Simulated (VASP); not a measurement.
# WSe2 (P6_3/mmc) in VASP: single point with PBE

Aim: the single point of WSe2 with PBE.

All numbers are computed with VASP 6.6.1; they aren't measurements. Logs are shortened: lines on timing, memory, paths and dates and some standing lists are left out, and cuts for length are marked.

### 1 The cell of the first run

It takes space group P6_3/mmc (No. 194, hexagonal). Conventional cell: a = 3.290 Å, b = 3.290 Å, c = 12.970 Å, α = 90.00°, β = 90.00°, γ = 120.00°. Within 3.3 Å of W (site symmetry -6m2) lie 6 Se at 2.53 Å and 6 W at 3.29 Å. Within 3.4 Å of Se (site symmetry 3m) lie 3 W at 2.53 Å and 7 Se at 3.29 to 3.35 Å.

### 2 Single point, PBE

File INCAR:

```
PREC = Accurate ; ENCUT = 520
EDIFF = 1E-6 ; ISMEAR = -1
SIGMA = 0.1 ; LREAL = F
LASPH = T ; NELM = 80
ALGO = Normal ; ISIF = 2
LWAVE = F ; LCHARG = T
GGA = PE ; LELF = T
LVHAR = T ; NBANDS = 35
```

File KPOINTS:

```
Automatic mesh
0
Gamma
  9 9 2
```

File POSCAR:

```
WSe2
1.0
    1.6450330000      2.8492780000      0.0000000000
   -1.6450330000      2.8492780000      0.0000000000
    0.0000000000      0.0000000000     12.9702630000
W Se
2 4
Direct
    0.3333300000      0.3333400000      0.2500000000
    0.6666600000      0.6666700000      0.7500000000
    0.3333300000      0.3333400000      0.6210000000
    0.6666600000      0.6666700000      0.1210000000
    0.3333300000      0.3333400000      0.8790000000
    0.6666700000      0.6666700000      0.3790000000
```

Potentials or basis: VASP PAW PBE potentials, release 64 (W_sv, Se).

Command:

```bash
> cat potpaw_PBE.64/W_sv/POTCAR potpaw_PBE.64/Se/POTCAR > POTCAR
> mpirun -np 1 vasp_std > vasp.out
```

OUTCAR:

```text
PREC = Accurate
   ENCUT = 520
   EDIFF = 1E-6
   ISMEAR = -1
   LREAL = F
   LASPH = T
   NELM = 80
   ISIF = 2
   GGA = PE

 ion  position               nearest neighbor table
   1  0.333  0.333  0.250-   4 2.53   6 2.53   6 2.53   4 2.53   4 2.53   6 2.53
   2  0.667  0.667  0.750-   3 2.53   5 2.53   3 2.53   5 2.53   3 2.53   5 2.53
   3  0.333  0.333  0.621-   2 2.53   2 2.53   2 2.53
   4  0.667  0.667  0.121-   1 2.53   1 2.53   1 2.53
   5  0.333  0.333  0.879-   2 2.53   2 2.53   2 2.53
   6  0.667  0.667  0.379-   1 2.53   1 2.53   1 2.53

  LATTYP: Found a hexagonal cell.
 ALAT       =     3.2900636304
 C/A-ratio  =     3.9422529339

  Lattice vectors:

 A1 = (   1.6450330000,  -2.8492780000,   0.0000000000)
 A2 = (   1.6450330000,   2.8492780000,   0.0000000000)
 A3 = (   0.0000000000,   0.0000000000,  12.9702630000)

Analysis of symmetry for initial positions (statically):
=====================================================================
 Subroutine PRICEL returns:
 Original cell was already a primitive cell.

 Routine SETGRP: Setting up the symmetry group for a
 hexagonal supercell.

 Subroutine GETGRP returns: Found  1 space group operations
 (whereof  1 operations were pure point group operations)
 out of a pool of 24 trial point group operations.

The static configuration has the point symmetry C_1 .

Analysis of symmetry for dynamics (positions and initial velocities):
=====================================================================
 Subroutine PRICEL returns:
 Original cell was already a primitive cell.

 Routine SETGRP: Setting up the symmetry group for a
 hexagonal supercell.

 Subroutine GETGRP returns: Found  1 space group operations
 (whereof  1 operations were pure point group operations)
 out of a pool of 24 trial point group operations.

The dynamic configuration has the point symmetry C_1 .

 Subroutine INISYM returns: Found  1 space group operations
 (whereof  1 operations are pure point group operations),
 and found     1 'primitive' translations

----------------------------------------------------------------------------------------

                                     Primitive cell

  volume of cell :     121.5873

  direct lattice vectors                    reciprocal lattice vectors
     1.645033000  2.849278000  0.000000000     0.303945270  0.175483052  0.000000000
    -1.645033000  2.849278000  0.000000000    -0.303945270  0.175483052  0.000000000
     0.000000000  0.000000000 12.970263000     0.000000000  0.000000000  0.077099439

  length of vectors
     3.290063630  3.290063630 12.970263000     0.350965852  0.350965852  0.077099439

  position of ions in fractional coordinates (direct lattice)
     0.333330000  0.333340000  0.250000000
     0.666660000  0.666670000  0.750000000
     0.333330000  0.333340000  0.621000000
     0.666660000  0.666670000  0.121000000
     0.333330000  0.333340000  0.879000000
     0.666670000  0.666670000  0.379000000

  ion indices of the primitive-cell ions
   primitive index   ion index
                 1           1
                 2           2
                 3           3
                 4           4
                 5           5
                 6           6

----------------------------------------------------------------------------------------

 KPOINTS: Automatic mesh

Automatic generation of k-mesh.
 Grid dimensions read from file:
 generate k-points for:    9    9    2

 Generating k-lattice:

  Cartesian coordinates                     Fractional coordinates (reciprocal lattice)
     0.033771697  0.019498117  0.000000000     0.111111111  0.000000000  0.000000000
    -0.033771697  0.019498117  0.000000000     0.000000000  0.111111111  0.000000000
     0.000000000  0.000000000  0.038549719     0.000000000  0.000000000  0.500000000

  Length of vectors
     0.038996206  0.038996206  0.038549719

  Shift w.r.t. Gamma in fractional coordinates (k-lattice)
     0.000000000  0.000000000  0.000000000

 Subroutine IBZKPT returns following result:
 ===========================================

 Found     82 irreducible k-points:

 Following reciprocal coordinates:
            Coordinates               Weight
  0.000000  0.000000  0.000000      1.000000
  0.111111 -0.000000  0.000000      2.000000
  0.111111  0.111111  0.000000      2.000000
 -0.000000  0.111111  0.000000      2.000000
  0.222222 -0.000000  0.000000      2.000000
  0.222222  0.222222  0.000000      2.000000
[... 16 lines left out ...]
  0.444444  0.111111  0.000000      2.000000
  0.333333  0.444444  0.000000      2.000000
 [... further k-points ...]
   k-points           NKPTS =     82   k-points in BZ     NKDIM =     82   number of bands    NBANDS=     35
   number of dos      NEDOS =    301   number of ions     NIONS =      6
   total plane-waves  NPLWV =  55296
   dimension x,y,z NGX =    24 NGY =   24 NGZ =   96
   dimension x,y,z NGXF=    48 NGYF=   48 NGZF=  192
   ions per type =               2   4
   NGX,Y,Z   is equivalent  to a cutoff of  12.13, 12.13, 12.30 a.u.
   NGXF,Y,Z  is equivalent  to a cutoff of  24.25, 24.25, 24.61 a.u.
 SYSTEM =  unknown system
   PREC   = accura    normal or accurate (medium, high low for compatibility)
   ISTART =      0    job   : 0-new  1-cont  2-samecut
   ICHARG =      2    charge: 1-file 2-atom 10-const
   ISPIN  =      1    spin polarized calculation?
   LNONCOLLINEAR =      F non collinear calculations
   LSORBIT =      F    spin-orbit coupling
   LASPH  =      T    aspherical Exc in radial PAW
   ENCUT  =  520.0 eV  38.22 Ry    6.18 a.u.   6.12  6.12 24.12*2*pi/ulx,y,z
   NELM   =     80;   NELMIN=  2; NELMDL= -5     # of ELM steps
   EDIFF  = 0.1E-05   stopping-criterion for ELM
   LREAL  =      F    real-space projection
   EDIFFG = 0.1E-04   stopping-criterion for IOM
   NSW    =      0    number of steps for IOM
   IBRION =     -1    ionic relax: 0-MD 1-quasi-New 2-CG
   NFREE  =      0    steps in history (QN), initial steepest desc. (CG)
   ISIF   =      2    stress and relaxation
   ISYM   =      2    0-nonsym 1-usesym 2-fastsym
   POTIM  = 0.5000    time-step for ionic-motion
   TEBEG  =    0.0;   TEEND  =   0.0 temperature during run
   PSTRESS=    0.0 pullay stress
   NELECT =      52.0000    total number of electrons
   NUPDOWN=      -1.0000    fix difference up-down
   EMIN   =  10.00;   EMAX   =-10.00  energy-range for DOS
   EFERMI =   0.00;   METHOD = LEGACY
   ISMEAR =    -1;   SIGMA  =   0.10  broadening in eV -4-tet -1-fermi 0-gaus
   EFERMI_NEDOS =   21; number of points for ismear=-14 and -15
   IALGO  =     38    algorithm
   IMIX   =      4    mixing-type and parameters
     AMIX     =   0.40;   BMIX     =  1.00
     AMIX_MAG =   1.60;   BMIX_MAG =  1.00
  volume/ion in A,a.u.               =      20.26       136.75
  Fermi-wavevector in a.u.,A,eV,Ry     =   1.233426  2.330838 20.699093  1.521340
  Thomas-Fermi vector in A             =   2.368157
   LORBIT       =      0    0 simple, 1 ext, 2 COOP (PROOUT), +10 PAW based schemes
   GGA     = PE    functional components
   LHFCALC =     F    Hartree Fock is set to
   AEXX    =    0.0000 exact exchange contribution
   IVDW    =     0    specifies the selected vdW correction
   LEPSILON=     F    determine dielectric tensor
   LRPA    =     F    only Hartree local field effects (RPA)
 non-spin polarized calculation
  energy-cutoff  :      520.00
  volume of cell :      121.59
 maximum number of plane-waves:      3324
   NGX = 13   NGY = 13   NGZ = 49

 number of electron      51.9999991 magnetization

 Free energy of the ion-electron system (eV)
  ---------------------------------------------------
  ext. energy  EPLUGINS =         0.00000000
  ---------------------------------------------------
  free energy    TOTEN  =       -43.12856926 eV

  energy without entropy =      -43.12802319  energy(sigma->0) =      -43.12829622

 E-fermi :   6.7026     XC(G=0): -10.7548

 val. band max:        6.2723679303   @ k =   0.0000   0.0000   0.0000
 cond. band min:       7.3380247837   @ k =  -0.1111   0.2222   0.0000
 fundamental gap:      1.0656568534
 Fermi energy:         6.7026443886

 k-point     1 :       0.0000    0.0000    0.0000
  band No.  band energies     occupation
      1     -68.0619      2.00000
      2     -68.0618      2.00000
      3     -32.3079      2.00000
      4     -32.3078      2.00000
      5     -32.1828      2.00000
      6     -32.1828      2.00000
[... 27 lines left out ...]
     34       9.2125      0.00000
     35      10.7586      0.00000

 k-point     2 :       0.1111   -0.0000    0.0000
  band No.  band energies     occupation
      1     -68.0607      2.00000
      2     -68.0606      2.00000
      3     -32.3027      2.00000
      4     -32.3026      2.00000
      5     -32.2104      2.00000
      6     -32.2103      2.00000
[... 27 lines left out ...]
     34       9.3014      0.00000
     35      11.7147      0.00000

 k-point     3 :       0.1111    0.1111    0.0000
  band No.  band energies     occupation
      1     -68.0607      2.00000
      2     -68.0606      2.00000
      3     -32.3027      2.00000
      4     -32.3026      2.00000
      5     -32.2104      2.00000
      6     -32.2103      2.00000
[... 27 lines left out ...]
     34       9.3013      0.00000
     35      11.7147      0.00000

 k-point     4 :      -0.0000    0.1111    0.0000
  band No.  band energies     occupation
      1     -68.0607      2.00000
      2     -68.0606      2.00000
      3     -32.3027      2.00000
      4     -32.3026      2.00000
      5     -32.2104      2.00000
      6     -32.2103      2.00000
[... 27 lines left out ...]
     34       9.3014      0.00000
     35      11.7147      0.00000

 k-point     5 :       0.2222   -0.0000    0.0000
  band No.  band energies     occupation
      1     -68.0577      2.00000
      2     -68.0575      2.00000
      3     -32.2893      2.00000
      4     -32.2892      2.00000
      5     -32.2796      2.00000
      6     -32.2795      2.00000
[... 638 lines left out ...]
 k-point    22 :      -0.3333   -0.2222    0.0000
  band No.  band energies     occupation
      1     -68.0553      2.00000
      2     -68.0552      2.00000
      3     -32.3241      2.00000
      4     -32.3240      2.00000
      5     -32.2791      2.00000
      6     -32.2790      2.00000
[... 27 lines left out ...]
     34      10.5834      0.00000
     35      12.7443      0.00000

 k-point    23 :       0.4444    0.1111    0.0000
  band No.  band energies     occupation
      1     -68.0525      2.00000
      2     -68.0523      2.00000
      3     -32.3826      2.00000
      4     -32.3825      2.00000
      5     -32.2665      2.00000
      6     -32.2664      2.00000
[... 27 lines left out ...]
     34      10.8342      0.00000
     35      11.1609      0.00000

 k-point    24 :       0.3333    0.4444    0.0000
  band No.  band energies     occupation
      1     -68.0525      2.00000
      2     -68.0523      2.00000
      3     -32.3826      2.00000
      4     -32.3825      2.00000
      5     -32.2665      2.00000
      6     -32.2664      2.00000
[... 27 lines left out ...]
     34      10.8341      0.00000
     35      11.1609      0.00000

 [... further k-points ...]
[... 5 lines left out ...]
  --------------------------------------------------------------------------------------
  -------------------------------------------------------------------------------------
  Total        2.7717740      2.7722664      3.6196819      0.0000661     -0.0003980     -0.0002292
  in kB       36.5241556     36.5306438     47.6971869      0.0008712     -0.0052442     -0.0030196
  external PRESSURE =      40.2506621 kB  Pullay stress =       0.0000000 kB

 VOLUME and BASIS-vectors are now :
 -----------------------------------------------------------------------------
  energy-cutoff  :      520.00
  volume of cell :      121.59
      direct lattice vectors                 reciprocal lattice vectors
     1.645033000  2.849278000  0.000000000     0.303945270  0.175483052  0.000000000
    -1.645033000  2.849278000  0.000000000    -0.303945270  0.175483052  0.000000000
     0.000000000  0.000000000 12.970263000     0.000000000  0.000000000  0.077099439

 POSITION                                       TOTAL-FORCE (eV/Angst)
 -----------------------------------------------------------------------------------
     -0.00002      1.89953      3.24257         0.000153     -0.000096      0.000004
     -0.00002      3.79903      9.72770        -0.000000      0.000364     -0.000001
     -0.00002      1.89953      8.05453         0.000002     -0.000180     -0.216985
     -0.00002      3.79903      1.56940        -0.000005      0.000172     -0.216963
     -0.00002      1.89953     11.40086        -0.000001     -0.000182      0.216985
      0.00000      3.79906      4.91573        -0.000150     -0.000077      0.216961
 -----------------------------------------------------------------------------------
    total drift:                               -0.000001     -0.000000      0.000001

  FREE ENERGIE OF THE ION-ELECTRON SYSTEM (eV)
  ---------------------------------------------------
  free  energy   TOTEN  =       -43.1285692583 eV

  energy  without entropy=      -43.1280231857  energy(sigma->0) =      -43.12829622
```

It took 6.5 min on 1 thread of Intel Xeon 8259CL, shared host; peak memory 0.42 GiB.

What came out:

```
Free energy            : -43.1286 eV
Pressure               : 4.0 GPa
Largest force          : 0.217 eV/Å
Band gap on the k mesh : 1.07 eV (least direct gap 1.52 eV)
```

Forces on the atoms (eV/Å):
```
W    0.000  0.000  0.000
W    0.000  0.000  0.000
Se   0.000  0.000 -0.217
Se   0.000  0.000 -0.217
Se   0.000  0.000  0.217
Se   0.000  0.000  0.217
```

Stress tensor (GPa, compression positive):
```
3.65 0.00 0.00
0.00 3.65 0.00
0.00 0.00 4.77
```

Caveat: the cell stands under pressure; spin-orbit coupling is left out, which moves the levels of the heavy elements; this functional lacks dispersion, which binds layers or chains, so the pressure and a relaxed spacing across them are unreliable. A k mesh can miss the band edges.
